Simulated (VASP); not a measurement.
Set up this calculation in VASP 6.6.1, as the native input.

```
Task                   : single point
Functional             : LDA
Potentials or basis    : VASP PAW LDA potentials, release 64 (In_d, Sb)
Cutoff                 : 520 eV
k mesh                 : 6 × 6 × 6
Occupations            : gaussian, width 0.05 eV
Spin                   : no spin polarisation
Dipole correction      : no
Further INCAR settings : ALGO = Normal; EDIFF = 1e-06; NBANDS = 16
```

The structure of InSb lies in POSCAR:

```
InSb
1.0
    0.0000000000      3.2048656755      3.2048656755
    3.2048656755      0.0000000000      3.2048656755
    3.2048656755      3.2048656755      0.0000000000
In Sb
1 1
Direct
    0.0000000000      0.0000000000      0.0000000000
    0.7500000000      0.7500000000      0.7500000000
```

This cell differs from its parent crystal: volume scaled by 0.98.

The input as run:

INCAR

```
ALGO     = Normal         # electronic algorithm
EDIFF    = 1E-6           # SCF threshold, eV
ENCUT    = 520            # plane-wave cutoff, eV
ISIF     = 2              # what is computed and relaxed
ISMEAR   = 0              # smearing method
LASPH    = T              # aspherical terms in the spheres
LCHARG   = F              # write CHGCAR
LREAL    = F              # projectors in reciprocal space
LWAVE    = F              # write WAVECAR
NBANDS   = 16             # bands
NELM     = 60             # most SCF steps
PREC     = Accurate       # precision mode
SIGMA    = 0.05           # smearing width, eV
```

KPOINTS

```
k-points
0
Gamma
  6 6 6
```

Potentials or basis: VASP PAW LDA potentials, release 64 (In_d, Sb).

Run with:

```sh
$ cat potpaw_LDA.64/In_d/POTCAR potpaw_LDA.64/Sb/POTCAR > POTCAR
$ mpirun -np 1 vasp_std > vasp.out
```

Results of the run:

| Property | Result |
| --- | --- |
| Pressure | 1.1 GPa |
| Band gap on the k mesh | zero (filled and empty bands touch) |

Caveat: spin-orbit coupling is left out, which moves the levels of the heavy elements.

Run time: 8.1 s on 1 thread of Intel(R) Xeon(R) 6975P-C (Granite Rapids), on a shared host, peak memory 0.18 GiB.
